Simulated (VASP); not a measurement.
A run of VASP 6.6.1 is set up as follows.

The input INCAR:

```
SYSTEM = Ru
ALGO = Normal
EDIFF = 1E-6
ENCUT = 520
GGA = PS
ISIF = 2
ISMEAR = 0
LASPH = .TRUE.
LCHARG = .TRUE.
LELF = .TRUE.
LREAL = .FALSE.
LVHAR = .TRUE.
LWAVE = .FALSE.
NBANDS = 21
NELM = 80
PREC = Accurate
SIGMA = 0.15
```

The input KPOINTS:

```
k-points
0
G
  18 18 10
  0 0 0
```

POSCAR

```
Ru
1.0
    2.6144000000      0.0000000000      0.0000000000
   -1.3072000000      2.2641368157      0.0000000000
    0.0000000000      0.0000000000      4.1503000000
Ru
2
Direct
    0.3333333333      0.6666666667      0.2500000000
    0.6666666667      0.3333333333      0.7500000000
```

Potentials or basis: VASP PAW PBE potentials, release 64 (Ru_pv).

The run is started by

```console
$ cat potpaw_PBE.64/Ru_pv/POTCAR > POTCAR
$ mpirun -np 1 vasp_std > vasp.out
```

Task: What does it give for the pressure?

Result: 34.2 GPa.

Task: What does it give for the band gap on the k mesh?

Result: Zero (band 14 reaches 16.36 eV, above the bottom of band 15 at 12.70 eV).

Stress tensor (GPa, compression positive):
```
34.41  0.00  0.00
 0.00 34.41  0.00
 0.00  0.00 33.78
```

Caveat: the PAW data sets were made with another functional, which shifts forces and pressure a little.
